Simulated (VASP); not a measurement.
Set up this calculation in VASP 6.6.1, as the native input.

- Task: single point
- Functional: PBEsol-based global hybrid
- Potentials or basis: VASP PAW PBE potentials, release 64 (P, B)
- Cutoff: 520 eV
- k mesh: 5 × 5 × 5
- Occupations: fermi-dirac, width 0.05 eV
- Spin: no spin polarisation
- Dipole correction: no
- Grid for exact exchange (PRECFOCK): Normal
- Share of exact exchange: 0.25
- Further INCAR settings: ALGO = Normal; EDIFF = 1e-06; NBANDS = 11

Crystal: BP.

```
CELL_PARAMETERS angstrom
0.00000 2.25377 2.25377
2.25377 0.00000 2.25377
2.25377 2.25377 0.00000
ATOMIC_POSITIONS crystal
P 0.75000 0.75000 0.75000
B 0.00000 0.00000 0.00000
```

One way to write it, as run:

POSCAR

```
BP
1.0
    0.0000000000      2.2537713532      2.2537713532
    2.2537713532      0.0000000000      2.2537713532
    2.2537713532      2.2537713532      0.0000000000
P B
1 1
Direct
    0.7500000000      0.7500000000      0.7500000000
    0.0000000000      0.0000000000      0.0000000000
```

INCAR.step1

```
PREC     = Accurate       # precision mode
ENCUT    = 520            # plane-wave cutoff, eV
EDIFF    = 1E-5           # SCF threshold, eV
ISMEAR   = -1             # smearing method
SIGMA    = 0.05           # smearing width, eV
LREAL    = False          # projectors in reciprocal space
LASPH    = True           # aspherical terms in the spheres
NELM     = 100            # most SCF steps
ALGO     = Normal         # electronic algorithm
ISIF     = 2              # what is computed and relaxed
LWAVE    = True           # write WAVECAR
LCHARG   = False          # write CHGCAR
GGA      = PE             # functional
NBANDS   = 11             # bands
```

INCAR.step2

```
PREC     = Accurate       # precision mode
ENCUT    = 520            # plane-wave cutoff, eV
EDIFF    = 1E-6           # SCF threshold, eV
ISMEAR   = -1             # smearing method
SIGMA    = 0.05           # smearing width, eV
LREAL    = False          # projectors in reciprocal space
LASPH    = True           # aspherical terms in the spheres
NELM     = 100            # most SCF steps
ALGO     = Normal         # electronic algorithm
ISIF     = 2              # what is computed and relaxed
LWAVE    = False          # write WAVECAR
LCHARG   = False          # write CHGCAR
GGA      = PS             # functional
LHFCALC  = True           # exact exchange
AEXX     = 0.25           # exact-exchange fraction
PRECFOCK = Normal       
ISTART   = 1            
NBANDS   = 11             # bands
```

KPOINTS

```
regular mesh
0
Gamma
  5 5 5
```

Potentials or basis: VASP PAW PBE potentials, release 64 (P, B).

The run is started by

```console
$ cat potpaw_PBE.64/P/POTCAR potpaw_PBE.64/B/POTCAR > POTCAR
$ cp INCAR.step1 INCAR
$ mpirun -np 1 vasp_std > vasp.out
$ cp INCAR.step2 INCAR
$ mpirun -np 1 vasp_std > vasp.out
```

It gave:

```
Pressure               : -0.3 GPa
Band gap on the k mesh : 2.62 eV, indirect (least direct gap 5.09 eV)
```

Caveat: the k points lie up to 0.48 Å⁻¹ apart; the PAW data sets were made with another functional, which shifts forces and pressure a little.

It took 64 s on 1 thread of Intel(R) Xeon(R) 6975P-C (Granite Rapids), on a shared host, peak memory 0.13 GiB.
